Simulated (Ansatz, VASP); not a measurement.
**TaOF in VASP and in Ansatz**

```
Ta O F
1.0
     3.19615    0.00000    0.00000
     0.00000    3.19615    0.00000
     0.00000    0.00000    5.87269
Ta O F
2 2 2
Direct
  0.00000 0.50000 0.30853
  0.50000 0.00000 0.69147
  0.00000 0.50000 0.67105
  0.50000 0.00000 0.32895
  0.00000 0.00000 0.00000
  0.50000 0.50000 0.00000
```

Change from the starting cell: species swapped into the TbMnSi type (P4/nmm, No. 129).

Alike in both runs: functional PBE; k mesh 6 × 6 × 4; occupations gaussian, width 0.1 eV; collinear spin.

Ansatz relaxed the structure, and its values are those at the end. VASP's run is a single point on that final structure, the one shown.

```csv
,VASP,Ansatz
version,VASP 6.6.1,Ansatz 0.2.0
potentials or method,"VASP PAW PBE potentials, release 64 (Ta_pv, O, F), cutoff 520 eV","scalar-relativistic, plane waves, PAW"
valence electrons in the cell,48,52
```

VASP gave:

| Quantity | Value |
| --- | --- |
| gap on the k mesh at the Fermi level (eV) | none |
| pressure (GPa) | 0.3 |
| rms of the force components (eV/Å) | 0.019 |
| net moment per atom (μB) | 0.00 |

Task: Estimate Ansatz's values.

Result: gap on the k mesh at the Fermi level (eV): none; pressure (GPa): 0.0; rms of the force components (eV/Å): 0.003; net moment per atom (μB): 0.00.

A gap of «none» marks a metal or a gap that the smearing closes. VASP's potentials hold 48 valence electrons a cell and Ansatz's 52, so a difference there can come from the potentials and not from the codes. Ansatz's warnings: seeded moment not kept.

Neither program's run includes spin-orbit coupling.
